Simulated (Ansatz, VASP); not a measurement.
**AlNi3: VASP beside Ansatz**

The input POSCAR:

```
AlNi3
1.0
    0.0000000000      2.8018887551      2.8018887551
    2.8018887551      0.0000000000      2.8018887551
    2.8018887551      2.8018887551      0.0000000000
Al Ni
1 3
Direct
    0.5151965040      0.4848034960      0.4848034960
    0.2632368462      0.2367631538      0.2367631538
   -0.0334595725      0.0334595725      0.0334595725
    0.7632368462      0.7367631538      0.7367631538
```

The input INCAR.step1:

```
ALGO = Normal
EDIFF = 1E-4
ENCUT = 520
GGA = PE
ISMEAR = 0
LASPH = T
LCHARG = F
LREAL = F
LWAVE = T
NBANDS = 24
NELM = 100
PREC = Accurate
SIGMA = 0.15
```

File INCAR.step2:

```
ALGO = Normal
EDIFF = 1E-6
ENCUT = 520
ISIF = 2
ISMEAR = 0
ISTART = 1
LASPH = T
LCHARG = F
LMIXTAU = T
LREAL = F
LWAVE = F
METAGGA = R2SCAN
NBANDS = 24
NELM = 100
PREC = Accurate
SIGMA = 0.15
```

Contents of KPOINTS:

```
k-points
0
Gamma
  14 14 14
```

Input for Ansatz:

```yaml
crystal:
  lattice:
    - [0.0, 2.8018887551, 2.8018887551]
    - [2.8018887551, 0.0, 2.8018887551]
    - [2.8018887551, 2.8018887551, 0.0]
  atoms:
    - { symbol: Al, position: [0.515196504, 0.484803496, 0.484803496] }
    - { symbol: Ni, position: [0.2632368462, 0.2367631538, 0.2367631538] }
    - { symbol: Ni, position: [-0.0334595725, 0.0334595725, 0.0334595725] }
    - { symbol: Ni, position: [0.7632368462, 0.7367631538, 0.7367631538] }
basis:
  ecutwfc: 500
kpoints:
  mp_grid: { grid: [14, 14, 14] }
hamiltonian:
  xc: r2scan
scf:
  occupations: { method: gaussian, width: 0.15 }
output:
  forces: true
  stress: true
  eigenvalues: true
```

Change from the starting cell: mode 7 (245.8 1/cm) frozen in, largest displacement +0.188 Å.

Alike in both runs: task single point; functional r2SCAN; k mesh 14 × 14 × 14; occupations gaussian, width 0.15 eV; no spin polarisation.

```csv
,VASP,Ansatz
version,VASP 6.6.1,Ansatz 0.2.0
potentials or method,"VASP PAW PBE potentials, release 64 (Al, Ni), cutoff 520 eV","scalar-relativistic, plane waves, PAW"
valence electrons in the cell,33,57
```

Ansatz gave:

```
gap on the k mesh at the Fermi level (eV)                     : none
pressure (GPa)                                                : 4.4
traceless stress, the component that is largest in VASP (GPa) : -1.17
rms of the force components (eV/Å)                            : 0.859
```

**Question.** Which values does VASP return?

**Answer.** gap on the k mesh at the Fermi level (eV): none; pressure (GPa): 4.4; traceless stress, the component that is largest in VASP (GPa): -1.16; rms of the force components (eV/Å): 0.858.

VASP's potentials were made for PBE, not for r2SCAN. Atom by atom the forces differ by 0.001 eV/Å (rms over components). A gap of «none» marks a metal or a gap that the smearing closes. With one functional, cell and mesh, what is left measures potentials, basis and numerics. VASP's potentials hold 33 valence electrons a cell and Ansatz's 57, so a difference there can come from the potentials and not from the codes.
